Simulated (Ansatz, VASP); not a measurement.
## SnO: VASP beside Ansatz

```
CELL_PARAMETERS angstrom
3.34750 0.00000 0.00000
0.00000 5.72206 0.00000
0.00000 0.00000 3.91249
ATOMIC_POSITIONS crystal
Sn 0.00000 0.23451 0.52699
Sn 0.50000 0.76549 0.02699
O 0.00000 0.88361 0.72301
O 0.50000 0.11639 0.22301
```

Alike in both runs: task single point; functional PBE; dispersion D3(BJ); k mesh 10 × 6 × 8; occupations gaussian, width 0.05 eV; no spin polarisation.

```csv
,VASP,Ansatz
version,VASP 6.6.1,Ansatz 0.2.0
potentials or method,"VASP PAW PBE potentials, release 64 (Sn_d, O), cutoff 520 eV","scalar-relativistic, plane waves, PAW"
valence electrons in the cell,40,40
```

Ansatz gave:

* gap on the k mesh at the Fermi level (eV): 1.31
* least direct gap on the mesh (eV): 1.94
* pressure (GPa): 0.0
* traceless stress, the component that is largest in VASP (GPa): 0.03
* rms of the force components (eV/Å): 0.003

Q: What did VASP give for the same quantities?

A: gap on the k mesh at the Fermi level (eV): 1.30; least direct gap on the mesh (eV): 1.93; pressure (GPa): 0.2; traceless stress, the component that is largest in VASP (GPa): -0.06; rms of the force components (eV/Å): 0.038.

Atom by atom the forces differ by 0.037 eV/Å (rms over components).
